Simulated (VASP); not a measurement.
# Ag: relaxation of cell and atoms with PBE

Crystal: Ag.

```
CELL_PARAMETERS angstrom
0.00000 1.66028 1.66028
1.66028 0.00000 1.66028
1.66028 1.66028 0.00000
ATOMIC_POSITIONS crystal
Ag 0.00000 0.00000 0.00000
```

```
Program                : VASP 6.6.1
Task                   : relaxation of cell and atoms
Functional             : PBE
Potentials or basis    : VASP PAW PBE potentials, release 64 (Ag)
Cutoff                 : 600 eV
k mesh                 : 20 × 20 × 20
Occupations            : fermi-dirac, width 0.05 eV
Spin                   : no spin polarisation
Target pressure        : 390 GPa
Dipole correction      : no
Further INCAR settings : ALGO = Normal; EDIFF = 1e-06; IBRION = 2; EDIFFG = -0.005; NSW = 60; ISIF = 3
```

```json
{
  "Relaxed volume": "9.16 Å³/atom",
  "Relaxed cell": "a = 2.348 Å, b = 2.348 Å, c = 2.348 Å, α = 60.00°, β = 60.00°, γ = 60.00°",
  "Space group after relaxing (to 0.05 Å)": "Fm-3m (No. 225)",
  "Energy change on relaxing (the enthalpy is what falls)": "-6.4 meV/atom",
  "Ionic steps": "3",
  "Pressure after relaxing": "390.0 GPa"
}
```

Step by step:
```csv
step,energy change (eV),largest force (eV/Å),pressure (GPa),volume (Å³)
1,0.0000,0.0000,390.49,9.15
2,-0.0902,0.0000,383.98,9.19
3,-0.0064,0.0000,390.00,9.16
```

Final structure:
```xyz
1
Lattice="0.0000 1.6604 1.6604 1.6604 0.0000 1.6604 1.6604 1.6604 0.0000" Properties=species:S:1:pos:R:3 pbc="T T T"
Ag    0.0000    0.0000    0.0000
```

Levels at points of the mesh, in eV from the Fermi level:
```csv
k point,band 3,band 4,band 5,band 6,band 7,band 8,band 9
"(0.00, 0.00, 0.00)",-9.49,-9.49,-6.49,-6.49,14.32,21.94,21.94
"(0.50, 0.00, 0.00)",-9.63,-4.20,-4.20,-3.15,8.14,13.81,22.83
"(0.50, 0.50, 0.00)",-4.25,-3.57,-3.57,0.41,12.76,12.93,12.93
```

It took 22 s on 1 thread of Intel(R) Xeon(R) 6975P-C (Granite Rapids) (shared host), peak memory 0.15 GiB.

Caveat: the cell is relaxed towards a set pressure, so the enthalpy falls and the energy may rise.
